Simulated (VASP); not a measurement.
Input of a VASP 6.6.1 run:

The input POSCAR:

```
ZrO2
1.0
    3.5936226516      0.0000000000      0.0000000000
    0.0000000000      3.5936226516      0.0000000000
    0.0000000000      0.0000000000      5.2044100810
Zr O
2 4
Direct
    0.7500000000      0.2500000000      0.7500000000
    0.2500000000      0.7500000000      0.2500000000
    0.2500000000      0.2500000000      0.0510283908
    0.2500000000      0.2500000000      0.5510283908
    0.7500000000      0.7500000000      0.9489716092
    0.7500000000      0.7500000000      0.4489716092
```

Contents of INCAR.step1:

```
SYSTEM = ZrO2
PREC = Accurate
ENCUT = 660
ISMEAR = 0
SIGMA = 0.02
LREAL = .False.
LASPH = .True.
NELM = 120
NBANDS = 33
GGA = PE
ALGO = Normal
EDIFF = 1E-5
LWAVE = .True.
LCHARG = .False.
GGA_COMPAT = .False.
```

The input INCAR.step2:

```
SYSTEM = ZrO2
PREC = Accurate
ENCUT = 660
EDIFF = 1E-6
ISMEAR = 0
SIGMA = 0.02
LREAL = .False.
LASPH = .True.
NELM = 120
ALGO = Normal
ISIF = 2
LWAVE = .False.
LCHARG = .False.
METAGGA = R2SCAN
LMIXTAU = .True.
LUSE_VDW = .True.
IVDW_NL = 2
BPARAM = 11.95
CPARAM = 0.0093
NBANDS = 33
ISTART = 1
GGA_COMPAT = .False.
```

Contents of KPOINTS:

```
Automatic mesh
0
Gamma
  6 6 6
  0 0 0
```

Potentials or basis: VASP PAW PBE potentials, release 64 (Zr_sv, O).

Command:

```console
$ cat potpaw_PBE.64/Zr_sv/POTCAR potpaw_PBE.64/O/POTCAR > POTCAR
$ cp INCAR.step1 INCAR
$ mpirun -np 1 vasp_std > vasp.out
$ cp INCAR.step2 INCAR
$ mpirun -np 1 vasp_std > vasp.out
```

Question: What does it give for the band gap on the k mesh?

Answer: 4.61 eV (least direct gap 4.70 eV).

Question: Predict the pressure.

Answer: 0.3 GPa.

Forces on the atoms (eV/Å):
```
Zr   0.000  0.000  0.000
Zr   0.000  0.000  0.000
O    0.000  0.000 -0.035
O    0.000  0.000 -0.035
O    0.000  0.000  0.035
O    0.000  0.000  0.035
```

Caveat: the PAW data sets were made with another functional, which shifts forces and pressure a little. A k mesh can miss the band edges.
